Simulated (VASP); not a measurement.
A run of VASP 6.6.1 is set up as follows.

Contents of INCAR:

```
PREC     = Accurate       # precision mode
ENCUT    = 520            # plane-wave cutoff, eV
EDIFF    = 1E-7           # SCF threshold, eV
ISMEAR   = -1             # smearing method
SIGMA    = 0.1            # smearing width, eV
LREAL    = F              # projectors in reciprocal space
LASPH    = T              # aspherical terms in the spheres
NELM     = 80             # most SCF steps
ALGO     = Normal         # electronic algorithm
ISIF     = 2              # what is computed and relaxed
LWAVE    = F              # write WAVECAR
LCHARG   = F              # write CHGCAR
NBANDS   = 12             # bands
```

The input KPOINTS:

```
regular mesh
0
Gamma
  10 10 10
```

File POSCAR:

```
Ta
1.0
   -1.6512800000      1.6512800000      1.6512800000
    1.6512800000     -1.6512800000      1.6512800000
    1.6512800000      1.6512800000     -1.6512800000
Ta
1
Direct
    0.0000000000      0.0000000000      0.0000000000
```

Potentials or basis: VASP PAW LDA potentials, release 64 (Ta_pv).

Command:

```console
$ cat potpaw_LDA.64/Ta_pv/POTCAR > POTCAR
$ mpirun -np 1 vasp_std > vasp.out
```

Q: What does it give for the pressure?

A: -7.0 GPa.
